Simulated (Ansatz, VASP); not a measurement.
**AlN in VASP and in Ansatz**

```
Al N
1.0
     3.11100    0.00000    0.00000
    -1.55550    2.69421    0.00000
     0.00000    0.00000    4.97800
Al N
2 2
Direct
  0.33333 0.66667 0.00000
  0.66667 0.33333 0.50000
  0.25182 0.88937 0.38500
  0.66667 0.33333 0.88500
```

Alike in both runs: task single point; functional PBEsol; k mesh 12 × 12 × 6; occupations gaussian, width 0.05 eV; no spin polarisation.

|  | VASP | Ansatz |
| --- | --- | --- |
| version | VASP 6.6.1 | Ansatz 0.2.0 |
| potentials or method | VASP PAW PBE potentials, release 64 (Al, N), cutoff 600 eV | scalar-relativistic, plane waves, PAW |
| valence electrons in the cell | 16 | 16 |

Ansatz gave:

| Quantity | Value |
| --- | --- |
| gap on the k mesh at the Fermi level (eV) | 2.16 |
| least direct gap on the mesh (eV) | 2.42 |
| pressure (GPa) | 27.3 |
| traceless stress, the component that is largest in VASP (GPa) | 36.46 |
| rms of the force components (eV/Å) | 7.109 |

Problem. Which values does VASP return?

Solution. gap on the k mesh at the Fermi level (eV): 2.15; least direct gap on the mesh (eV): 2.42; pressure (GPa): 27.5; traceless stress, the component that is largest in VASP (GPa): 36.89; rms of the force components (eV/Å): 7.174.

VASP's potentials were made for PBE, not for PBEsol. Atom by atom the forces differ by 0.065 eV/Å (rms over components). The functional is the same, so the differences come from potentials, cutoffs and numerics.
